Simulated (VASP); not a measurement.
Crystal: HgS.

```
CELL_PARAMETERS angstrom
0.00000 2.92585 2.92585
2.92585 0.00000 2.92585
2.92585 2.92585 0.00000
ATOMIC_POSITIONS crystal
Hg 0.00000 0.00000 0.00000
S 0.25000 0.25000 0.25000
```

Base run:

```yaml
Program: VASP 6.6.1
Functional: BLYP
Potentials_or_basis: VASP PAW PBE potentials, release 64 (Hg, S)
Cutoff: 500 eV
k_mesh: 6 × 6 × 6, shifted
Occupations: gaussian, width 0.01 eV
Spin: no spin polarisation
```

Its results: band gap on the k mesh 0.56 eV; pressure 8.9 GPa.

Question: The run is repeated on the same cell with these changes: functional from BLYP to RPBE. What comes out?

Answer: Band gap on the k mesh 0.65 eV; pressure 6.8 GPa.

Caveats: the cell stands under pressure; the PAW data sets were made with another functional, which shifts forces and pressure a little; spin-orbit coupling is left out, which moves the levels of the heavy elements; a shifted mesh leaves out Γ, where band edges can lie.

A k mesh can miss the band edges.
